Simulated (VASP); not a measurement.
# SrTiO3 (Pm-3m) in VASP: a series of runs, part 2 of 2

VASP 6.6.1. Earlier steps stand in the parts before.

### Step 4. Electric field gradients, PBEsol

INCAR

```
ALGO = Normal
EDIFF = 1E-8
ENCUT = 520
GGA = PS
GGA_COMPAT = False
ISIF = 2
ISMEAR = -1
LASPH = True
LCHARG = False
LEFG = True
LREAL = False
LWAVE = False
NBANDS = 28
NELM = 120
PREC = Accurate
SIGMA = 0.02
```

KPOINTS

```
k-points
0
Gamma
  8 8 8
```

POSCAR

```
SrTiO3
1.0
    3.9050000000      0.0000000000      0.0000000000
    0.0000000000      3.9050000000      0.0000000000
    0.0000000000      0.0000000000      3.9050000000
Sr Ti O
1 1 3
Direct
    0.0000000000      0.0000000000      0.0000000000
    0.5000000000      0.5000000000      0.5000000000
    0.0000000000      0.5000000000      0.5000000000
    0.5000000000      0.0000000000      0.5000000000
    0.5000000000      0.5000000000      0.0000000000
```

Potentials or basis: VASP PAW PBE potentials, release 64 (Sr_sv, Ti_sv, O).

Launch:

```console
cat potpaw_PBE.64/Sr_sv/POTCAR potpaw_PBE.64/Ti_sv/POTCAR potpaw_PBE.64/O/POTCAR > POTCAR
mpirun -np 1 vasp_std > vasp.out
```

OUTCAR:

```text
EDIFF = 1E-8
   ENCUT = 520
   GGA = PS
   ISIF = 2
   ISMEAR = -1
   LASPH = True
   LREAL = False
   NELM = 120
   PREC = Accurate

 ion  position               nearest neighbor table
   1  0.000  0.000  0.000-   3 2.76   4 2.76   5 2.76   3 2.76   4 2.76   3 2.76   5 2.76   3 2.76
                             4 2.76   5 2.76   4 2.76   5 2.76   2 3.38   2 3.38   2 3.38   2 3.38
   2  0.500  0.500  0.500-   3 1.95   4 1.95   5 1.95   5 1.95   4 1.95   3 1.95   1 3.38   1 3.38
                             1 3.38   1 3.38   1 3.38   1 3.38   1 3.38   1 3.38
   3  0.000  0.500  0.500-   2 1.95   2 1.95   1 2.76   1 2.76   1 2.76   1 2.76
   4  0.500  0.000  0.500-   2 1.95   2 1.95   1 2.76   1 2.76   1 2.76   1 2.76
   5  0.500  0.500  0.000-   2 1.95   2 1.95   1 2.76   1 2.76   1 2.76   1 2.76

  LATTYP: Found a simple cubic cell.
 ALAT       =     3.9050000000

  Lattice vectors:

 A1 = (   3.9050000000,   0.0000000000,   0.0000000000)
 A2 = (   0.0000000000,   3.9050000000,   0.0000000000)
 A3 = (   0.0000000000,   0.0000000000,   3.9050000000)

Analysis of symmetry for initial positions (statically):
=====================================================================
 Subroutine PRICEL returns:
 Original cell was already a primitive cell.
[... 956 lines left out ...]
    total drift:                                0.000000      0.000000     -0.000000

  FREE ENERGIE OF THE ION-ELECTRON SYSTEM (eV)
  ---------------------------------------------------
  free  energy   TOTEN  =       -42.0152704690 eV

  energy  without entropy=      -42.0152704690  energy(sigma->0) =      -42.01527047

 Electric field gradients (V/A^2)
---------------------------------------------------------------------
 ion       V_xx      V_yy      V_zz      V_xy      V_xz      V_yz
---------------------------------------------------------------------
   1      -0.000    -0.000     0.000     0.000     0.000     0.000
   2      -0.000    -0.000     0.000    -0.000    -0.000    -0.000
   3       9.375    -4.688    -4.688    -0.000    -0.000    -0.000
   4      -4.688     9.375    -4.688    -0.000    -0.000    -0.000
   5      -4.688    -4.688     9.375     0.000    -0.000     0.000
---------------------------------------------------------------------

 Electric field gradients after diagonalization (V/A^2)
 (convention: |V_zz| > |V_xx| > |V_yy|)
----------------------------------------------------------------------
 ion       V_xx      V_yy      V_zz     asymmetry (V_yy - V_xx)/ V_zz
----------------------------------------------------------------------
   1       0.000    -0.000    -0.000       1.302
   2      -0.000    -0.000     0.000       0.643
   3      -4.688    -4.688     9.375       0.000
   4      -4.688    -4.688     9.375       0.000
   5      -4.688    -4.688     9.375       0.000
----------------------------------------------------------------------

           NMR quadrupolar parameters

 Cq : quadrupolar parameter    Cq=e*Q*V_zz/h
 eta: asymmetry parameters     (V_yy - V_xx)/ V_zz
 Q  : nuclear electric quadrupole moment in mb (millibarn)
----------------------------------------------------------------------
 ion       Cq(MHz)       eta       Q (mb)
----------------------------------------------------------------------
   1      -0.000       1.302       1.000
   2       0.000       0.643       1.000
   3       0.023       0.000       1.000
   4       0.023       0.000       1.000
   5       0.023       0.000       1.000
----------------------------------------------------------------------
```

OSZICAR:

```text
N       E                     dE             d eps       ncg     rms          rms(c)
DAV:   1     0.425885703778E+03    0.42589E+03   -0.21428E+04  1960   0.158E+03
DAV:   2    -0.342887633498E+01   -0.42931E+03   -0.40935E+03  2156   0.437E+02
DAV:   3    -0.495542465583E+02   -0.46125E+02   -0.45720E+02  2720   0.136E+02
DAV:   4    -0.516096690837E+02   -0.20554E+01   -0.20505E+01  2888   0.254E+01
DAV:   5    -0.516563829080E+02   -0.46714E-01   -0.46701E-01  2764   0.326E+00    0.268E+01
DAV:   6    -0.421400760021E+02    0.95163E+01   -0.49519E+01  2772   0.633E+01    0.152E+01
DAV:   7    -0.421100141408E+02    0.30062E-01   -0.71472E+00  2596   0.198E+01    0.111E+01
DAV:   8    -0.421567860923E+02   -0.46772E-01   -0.18437E+00  2296   0.142E+01    0.353E+00
DAV:   9    -0.420259465564E+02    0.13084E+00   -0.48763E-01  2340   0.701E+00    0.120E+00
DAV:  10    -0.420219035708E+02    0.40430E-02   -0.93574E-02  2452   0.202E+00    0.795E-01
DAV:  11    -0.420152851538E+02    0.66184E-02   -0.25688E-02  2900   0.163E+00    0.163E-01
DAV:  12    -0.420152818814E+02    0.32724E-05   -0.19323E-03  2348   0.488E-01    0.114E-01
DAV:  13    -0.420152846630E+02   -0.27816E-05   -0.65361E-04  2788   0.215E-01    0.603E-02
DAV:  14    -0.420152764729E+02    0.81902E-05   -0.46832E-05  2340   0.575E-02    0.290E-02
DAV:  15    -0.420152711087E+02    0.53642E-05   -0.14415E-05  2892   0.346E-02    0.161E-02
DAV:  16    -0.420152704614E+02    0.64723E-06   -0.11013E-05  2248   0.261E-02    0.217E-03
DAV:  17    -0.420152704708E+02   -0.94014E-08   -0.92750E-07  2680   0.820E-03    0.275E-03
DAV:  18    -0.420152704690E+02    0.18595E-08   -0.95517E-08  2660   0.335E-03
   1 F= -.42015270E+02 E0= -.42015270E+02  d E =-.167757E-13
```

stdout:

```text
POSCAR found type information on POSCAR SrTiO
 POSCAR found :  3 types and       5 ions
 scaLAPACK will be used
 -----------------------------------------------------------------------------
|                                                                             |
|                                                                             |
|     You enforced a specific xc type in the INCAR file but a different       |
|     I HOPE YOU KNOW WHAT YOU ARE DOING!                                     |
|                                                                             |
 -----------------------------------------------------------------------------

 LDA part: xc-table for (Slater+PW92), standard interpolation
 POSCAR, INCAR and KPOINTS ok, starting setup
 FFT: planning ... GRIDC
 FFT: planning ... GRID_SOFT
 FFT: planning ... GRID
 WAVECAR not read
 entering main loop
ion   1

ion   2

ion   3

ion   4

ion   5
```

Run time: 36 s. Hardware: 1 thread of AMD EPYC 9R45 (Zen 5), shared host; peak memory 0.18 GiB.

What came out:

| Quantity | Value |
| --- | --- |
| Free energy | -42.0153 eV |
| Pressure | -1.3 GPa |
| Band gap on the k mesh | 1.80 eV, indirect (least direct gap 2.16 eV) |

Electric field gradients, principal values (V/Å²):
```
atom   least  middle  greatest (by size)
1 Sr   0.000   0.000               0.000
2 Ti   0.000   0.000               0.000
 3 O  -4.688  -4.688               9.375
 4 O  -4.688  -4.688               9.375
 5 O  -4.688  -4.688               9.375
```

Caveat: without QUAD_EFG the Cq values of the log hold for a quadrupole moment of 1 mb, not for the nuclei; the PAW data sets were made with another functional, which shifts forces and pressure a little. As with any semilocal functional, this PBEsol gap is likely too small.

### Step 5. Electric field gradients, r2SCAN

POSCAR is that of step 4.

INCAR.step1

```
  ALGO = Normal
  EDIFF = 1E-5
  ENCUT = 580
  GGA = PE
  GGA_COMPAT = False
  ISMEAR = -1
  LASPH = True
  LCHARG = False
  LREAL = False
  LWAVE = True
  NBANDS = 28
  NELM = 120
  PREC = Accurate
  SIGMA = 0.02
```

INCAR.step2

```
  ALGO = Normal
  EDIFF = 1E-8
  ENCUT = 580
  GGA_COMPAT = False
  ISIF = 2
  ISMEAR = -1
  ISTART = 1
  LASPH = True
  LCHARG = False
  LEFG = True
  LMIXTAU = True
  LREAL = False
  LWAVE = False
  METAGGA = R2SCAN
  NBANDS = 28
  NELM = 120
  PREC = Accurate
  SIGMA = 0.02
```

KPOINTS is that of step 4.

Potentials or basis: VASP PAW PBE potentials, release 64 (Sr_sv, Ti_sv, O).

Launch:

```console
cat potpaw_PBE.64/Sr_sv/POTCAR potpaw_PBE.64/Ti_sv/POTCAR potpaw_PBE.64/O/POTCAR > POTCAR
cp INCAR.step1 INCAR
mpirun -np 1 vasp_std > vasp.out
cp INCAR.step2 INCAR
mpirun -np 1 vasp_std > vasp.out
```

OUTCAR:

```text
EDIFF = 1E-8
   ENCUT = 580
   ISIF = 2
   ISMEAR = -1
   ISTART = 1
   LASPH = True
   LREAL = False
   METAGGA = R2SCAN
   NELM = 120
   PREC = Accurate

 ion  position               nearest neighbor table
   1  0.000  0.000  0.000-   3 2.76   4 2.76   5 2.76   3 2.76   4 2.76   3 2.76   5 2.76   3 2.76
                             4 2.76   5 2.76   4 2.76   5 2.76   2 3.38   2 3.38   2 3.38   2 3.38
   2  0.500  0.500  0.500-   3 1.95   4 1.95   5 1.95   5 1.95   4 1.95   3 1.95   1 3.38   1 3.38
                             1 3.38   1 3.38   1 3.38   1 3.38   1 3.38   1 3.38
   3  0.000  0.500  0.500-   2 1.95   2 1.95   1 2.76   1 2.76   1 2.76   1 2.76
   4  0.500  0.000  0.500-   2 1.95   2 1.95   1 2.76   1 2.76   1 2.76   1 2.76
   5  0.500  0.500  0.000-   2 1.95   2 1.95   1 2.76   1 2.76   1 2.76   1 2.76

  LATTYP: Found a simple cubic cell.
 ALAT       =     3.9050000000

  Lattice vectors:

 A1 = (   3.9050000000,   0.0000000000,   0.0000000000)
 A2 = (   0.0000000000,   3.9050000000,   0.0000000000)
 A3 = (   0.0000000000,   0.0000000000,   3.9050000000)

Analysis of symmetry for initial positions (statically):
[... 958 lines left out ...]
 -----------------------------------------------------------------------------------
    total drift:                                0.000000     -0.000000     -0.000000

  FREE ENERGIE OF THE ION-ELECTRON SYSTEM (eV)
  ---------------------------------------------------
  free  energy   TOTEN  =       -63.3346444888 eV

  energy  without entropy=      -63.3346444888  energy(sigma->0) =      -63.33464449

 Electric field gradients (V/A^2)
---------------------------------------------------------------------
 ion       V_xx      V_yy      V_zz      V_xy      V_xz      V_yz
---------------------------------------------------------------------
   1       0.000    -0.000    -0.000     0.000     0.000    -0.000
   2       0.000     0.000    -0.000    -0.000     0.000     0.000
   3      15.044    -7.522    -7.522    -0.000     0.000    -0.000
   4      -7.522    15.044    -7.522     0.000     0.000    -0.000
   5      -7.522    -7.522    15.044     0.000     0.000     0.000
---------------------------------------------------------------------

 Electric field gradients after diagonalization (V/A^2)
 (convention: |V_zz| > |V_xx| > |V_yy|)
----------------------------------------------------------------------
 ion       V_xx      V_yy      V_zz     asymmetry (V_yy - V_xx)/ V_zz
----------------------------------------------------------------------
   1      -0.000     0.000    -0.000      -0.189
   2      -0.000     0.000     0.000       1.006
   3      -7.522    -7.522    15.044       0.000
   4      -7.522    -7.522    15.044       0.000
   5      -7.522    -7.522    15.044       0.000
----------------------------------------------------------------------

           NMR quadrupolar parameters

 Cq : quadrupolar parameter    Cq=e*Q*V_zz/h
 eta: asymmetry parameters     (V_yy - V_xx)/ V_zz
 Q  : nuclear electric quadrupole moment in mb (millibarn)
----------------------------------------------------------------------
 ion       Cq(MHz)       eta       Q (mb)
----------------------------------------------------------------------
   1      -0.000      -0.189       1.000
   2       0.000       1.006       1.000
   3       0.036       0.000       1.000
   4       0.036       0.000       1.000
   5       0.036       0.000       1.000
----------------------------------------------------------------------
```

Wall time 3 min (1 thread of AMD EPYC 9R45 (Zen 5), shared host); peak memory 0.2 GiB.

What came out:

| Property | Result |
| --- | --- |
| Free energy | -63.3346 eV |
| Pressure | 1.1 GPa |
| Band gap on the k mesh | 2.28 eV, indirect (least direct gap 2.66 eV) |

Electric field gradients, principal values (V/Å²):
```tsv
atom	least	middle	greatest (by size)
1 Sr	0.000	0.000	0.000
2 Ti	0.000	0.000	0.000
3 O	-7.522	-7.522	15.044
4 O	-7.522	-7.522	15.044
5 O	-7.522	-7.522	15.044
```

Caveat: without QUAD_EFG the Cq values of the log hold for a quadrupole moment of 1 mb, not for the nuclei; the PAW data sets were made with another functional, which shifts forces and pressure a little. r2SCAN opens gaps a little over a GGA but as a rule still falls short of measured ones.

### Step 6. Summary

| level | potentials or basis | cutoff (eV) | gap on the mesh (eV) | pressure (GPa) |
| --- | --- | --- | --- | --- |
| PBE | VASP PAW PBE potentials, release 64 (Sr_sv, Ti_sv, O) | 520 | 1.86 | 5.0 |
| LDA | VASP PAW LDA potentials, release 64 (Sr_sv, Ti_sv, O) | 520 | 1.75 | -6.3 |
| PBEsol | VASP PAW PBE potentials, release 64 (Sr_sv, Ti_sv, O) | 520 | 1.80 | -1.3 |
| r2SCAN | VASP PAW PBE potentials, release 64 (Sr_sv, Ti_sv, O) | 580 | 2.28 | 1.1 |

Alike in all rows: task electric field gradients; no spin polarisation; cell as given; k mesh 8 × 8 × 8; smearing fermi-dirac 0.02 eV.

Caveats: the PAW data sets were made with another functional, which shifts forces and pressure a little (some runs).

Absolute energies hang on the potentials; compare differences alone.
